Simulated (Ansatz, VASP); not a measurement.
**One calculation of Mg, two programs**

```
Mg
1.0
     0.00000    3.51918    3.51918
     3.51918    0.00000    3.51918
     3.51918    3.51918    0.00000
Mg
2
Direct
  0.12500 0.12500 0.12500
  0.87500 0.87500 0.87500
```

Alike in both runs: task single point; functional revPBE; k mesh 9 × 9 × 9; occupations fermi-dirac, width 0.1 eV; no spin polarisation.

```csv
,VASP,Ansatz
version,VASP 6.6.1,Ansatz 0.2.0
potentials or method,"VASP PAW PBE potentials, release 64 (Mg), cutoff 520 eV","plane waves (420 eV) with PAW, scalar-relativistic"
valence electrons in the cell,4,20
```

```csv
,VASP,Ansatz,Ansatz less VASP
pressure (GPa),-0.4,-0.4,+0.03
```

VASP's potentials were made for PBE, not for revPBE. With one functional, cell and mesh, what is left measures potentials, basis and numerics. VASP's potentials hold 4 valence electrons a cell and Ansatz's 20, so a difference there can come from the potentials and not from the codes.
